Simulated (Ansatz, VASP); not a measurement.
Sc2Si2Se: VASP beside Ansatz

```
Sc Si Se
1.0
     0.00000    2.74019    6.04031
     2.71032    0.00000    6.04031
     2.71032    2.74019    0.00000
Sc Si Se
2 2 1
Direct
  0.36120 0.36120 0.63880
  0.63880 0.63880 0.36120
  0.75000 0.75000 0.75000
  0.25000 0.25000 0.25000
  0.00000 0.00000 0.00000
```

Change from the starting cell: species swapped into the SrFe2As2 type (Fmmm, No. 69).

Alike in both runs: task single point; functional PBE; k mesh 6 × 6 × 6; occupations gaussian, width 0.1 eV; no spin polarisation.

```csv
,VASP,Ansatz
version,VASP 6.6.1,Ansatz 0.2.0
potentials or method,"VASP PAW PBE potentials, release 64 (Sc_sv, Si, Se), cutoff 520 eV","scalar-relativistic, plane waves, PAW"
valence electrons in the cell,36,46
```

```csv
,VASP,Ansatz,Ansatz less VASP
gap on the k mesh at the Fermi level (eV),none,none,-
pressure (GPa),22.9,22.6,-0.35
"traceless stress, the component that is largest in VASP (GPa)",10.48,10.55,+0.071
rms of the force components (eV/Å),2.336,2.313,-0.0226
```

Atom by atom the forces differ by 0.023 eV/Å (rms over components). A gap of «none» marks a metal or a gap that the smearing closes. With one functional, cell and mesh, what is left measures potentials, basis and numerics. VASP's potentials hold 36 valence electrons a cell and Ansatz's 46, so a difference there can come from the potentials and not from the codes.
